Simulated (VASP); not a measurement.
Here is a VASP 6.6.1 calculation.

INCAR

```
SYSTEM = Pb
PREC = Accurate
ENCUT = 500
EDIFF = 1E-6
ISMEAR = -1
SIGMA = 0.05
LREAL = .False.
LASPH = .True.
NELM = 120
ALGO = Normal
ISIF = 2
LWAVE = .False.
LCHARG = .False.
GGA = PE
NBANDS = 13
GGA_COMPAT = .False.
```

The input KPOINTS:

```
regular mesh
0
Gamma
  14 14 14
  0 0 0
```

POSCAR

```
Pb
1.0
    0.0000000000      2.1017894301      2.1017894301
    2.1017894301      0.0000000000      2.1017894301
    2.1017894301      2.1017894301      0.0000000000
Pb
1
Direct
    0.0000000000      0.0000000000      0.0000000000
```

Potentials or basis: VASP PAW PBE potentials, release 64 (Pb_d).

Run with:

```sh
$ cat potpaw_PBE.64/Pb_d/POTCAR > POTCAR
$ mpirun -np 1 vasp_std > vasp.out
```

Question: Predict the pressure.

Answer: 81.5 GPa.

Question: Estimate the band gap on the k mesh.

Answer: Zero (band 7 reaches 23.74 eV, above the bottom of band 8 at 11.93 eV).

Caveat: spin-orbit coupling is left out, which moves the levels of the heavy elements.
